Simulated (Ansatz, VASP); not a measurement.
Two plane-wave programs on PbSe

```
Pb Se
1.0
     0.00000    2.99604    3.10650
     2.99604    0.00000    3.10650
     2.99604    2.99604    0.00000
Pb Se
1 1
Direct
  0.00000 0.00000 0.00000
  0.50000 0.50000 0.50000
```

Change from the starting cell: epitaxial_xy strain -3.0%.

Alike in both runs: task single point; functional r2SCAN; k mesh 8 × 8 × 8; occupations fermi-dirac, width 0.02 eV; non-collinear spin, spin-orbit coupling.

|  | VASP | Ansatz |
| --- | --- | --- |
| version | VASP 6.6.1 | Ansatz 0.2.0 |
| potentials or method | VASP PAW PBE potentials, release 64 (Pb_d, Se) | plane waves, PAW |
| plane-wave cutoff (eV) | 520 | 500 |
| valence electrons in the cell | 20 | 30 |

|  | VASP | Ansatz | Ansatz less VASP |
| --- | --- | --- | --- |
| pressure (GPa) | 3.1 | 2.9 | -0.25 |
| traceless stress, the component that is largest in VASP (GPa) | -3.19 | -3.08 | +0.111 |

VASP's potentials were made for PBE, not for r2SCAN. With one functional, cell and mesh, what is left measures potentials, basis and numerics. VASP's potentials hold 20 valence electrons a cell and Ansatz's 30, so a difference there can come from the potentials and not from the codes.
